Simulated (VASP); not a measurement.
Set up this calculation in VASP 6.6.1, as the native input.

```
Task                   : relaxation of cell and atoms
Functional             : PBEsol
Potentials or basis    : VASP PAW PBE potentials, release 64 (As)
Cutoff                 : 600 eV
k mesh                 : 17 × 17 × 17
Occupations            : methfessel-paxton, width 0.1 eV
Spin                   : no spin polarisation
Dipole correction      : no
Further INCAR settings : ALGO = Normal; EDIFF = 1e-07; IBRION = 2; EDIFFG = -0.02; NSW = 80; ISIF = 3
```

The structure of As lies in POSCAR:

```
As
1.0
    1.7550000000      1.7550000000      1.7550000000
   -1.7550000000      1.7550000000      1.7550000000
   -1.7550000000     -1.7550000000      1.7550000000
As
1
Direct
    0.0000000000      0.0000000000      0.0000000000
```

The input as run:

INCAR

```
  PREC = Accurate
  ENCUT = 600
  EDIFF = 1E-7
  ISMEAR = 1
  SIGMA = 0.1
  LREAL = F
  LASPH = T
  NELM = 100
  ALGO = Normal
  ISIF = 3
  LWAVE = F
  LCHARG = F
  GGA = PS
  IBRION = 2
  NSW = 80
  EDIFFG = -0.02
```

KPOINTS

```
Automatic mesh
0
Gamma
  17 17 17
```

Potentials or basis: VASP PAW PBE potentials, release 64 (As).

Run with:

```console
$ cat potpaw_PBE.64/As/POTCAR > POTCAR
$ mpirun -np 1 vasp_std > vasp.out
```

It gave:

```yaml
Relaxed_volume: 18.22 Å³/atom
Relaxed_cell: a = 2.871 Å, b = 2.871 Å, c = 2.871 Å, α = 70.53°, β = 109.47°, γ = 70.53°
Space_group_after_relaxing_to_0.05_Å: Im-3m (No. 229)
Energy_gained_by_relaxing: 132.5 meV/atom
Ionic_steps: 3
Pressure_after_relaxing: 0.2 GPa
```

Caveat: the volume moved by over 15 % at a fixed basis, so the end points are rough; the PAW data sets were made with another functional, which shifts forces and pressure a little.

Wall time 17 s on 1 thread of Intel Xeon 6975P-C, on a shared host, peak memory 0.17 GiB.
